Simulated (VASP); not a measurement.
**Ti4Al: relaxation of cell and atoms with PBE**

The system is Ti4Al.

```
Ti Al
1.0
    -2.60946    2.60946    2.60946
     2.60946   -2.60946    2.60946
     2.60946    2.60946   -2.60946
Ti Al
4 1
Direct
  0.00000 0.00000 0.50000
  0.00000 0.50000 0.00000
  0.50000 0.00000 0.00000
  0.50000 0.50000 0.50000
  0.00000 0.00000 0.00000
```

```yaml
Program: VASP 6.6.1
Task: relaxation of cell and atoms
Functional: PBE
Potentials_or_basis: VASP PAW PBE potentials, release 64 (Ti_sv, Al)
Cutoff: 600 eV
k_mesh: 6 × 6 × 6
Occupations: gaussian, width 0.1 eV
Spin: no spin polarisation
Dipole_correction: no
Further_INCAR_settings: ALGO = Normal; EDIFF = 1e-06; IBRION = 2; EDIFFG = -0.04; NSW = 90; ISIF = 3
```

The relaxed volume is 20.41 Å³/atom. The relaxed cell is a = 5.099 Å, b = 5.099 Å, c = 5.099 Å, α = 109.47°, β = 109.47°, γ = 109.47°. The space group after relaxing (to 0.05 Å) is Im-3m (No. 229). The energy gained by relaxing is 763.8 meV/atom. The ionic steps are 3. The pressure after relaxing is -0.2 GPa.

The path:
```tsv
step	energy change (eV)	largest force (eV/Å)	pressure (GPa)	volume (Å³)
1	0.0000	0.0000	52.06	71.07
2	-2.5561	0.0000	-11.87	129.96
3	-3.8191	0.0000	-0.16	102.07
```

Final structure:
```cif
data_structure
_symmetry_space_group_name_H-M 'P 1'
_symmetry_Int_Tables_number 1
_cell_length_a 5.0992
_cell_length_b 5.0992
_cell_length_c 5.0992
_cell_angle_alpha 109.471
_cell_angle_beta 109.471
_cell_angle_gamma 109.471
_cell_volume 102.07
loop_
_atom_site_label
_atom_site_type_symbol
_atom_site_fract_x
_atom_site_fract_y
_atom_site_fract_z
_atom_site_occupancy
Ti1 Ti 0.00000 0.00000 0.50000 1
Ti2 Ti 0.00000 0.50000 0.00000 1
Ti3 Ti 0.50000 0.00000 0.00000 1
Ti4 Ti 0.50000 0.50000 0.50000 1
Al1 Al 0.00000 0.00000 0.00000 1
```

Levels at points of the mesh, in eV from the Fermi level:
| k point | band 22 | band 23 | band 24 | band 25 | band 26 | band 27 | band 28 | band 29 |
| --- | --- | --- | --- | --- | --- | --- | --- | --- |
| (0.00, 0.00, 0.00) | -0.86 | -0.53 | -0.53 | -0.53 | 0.45 | 0.45 | 0.45 | 1.43 |
| (0.50, 0.00, 0.00) | -0.78 | -0.67 | -0.10 | -0.01 | 0.01 | 0.22 | 0.51 | 0.87 |
| (0.50, 0.50, 0.50) | -0.81 | -0.81 | -0.58 | -0.58 | -0.34 | -0.34 | -0.34 | 1.24 |

Wall time 110 s on 1 thread of Intel(R) Xeon(R) Platinum 8488C (Sapphire Rapids), on a shared host, peak memory 0.22 GiB.

Caveat: the volume moved by over 15 % at a fixed basis, so the end points are rough.
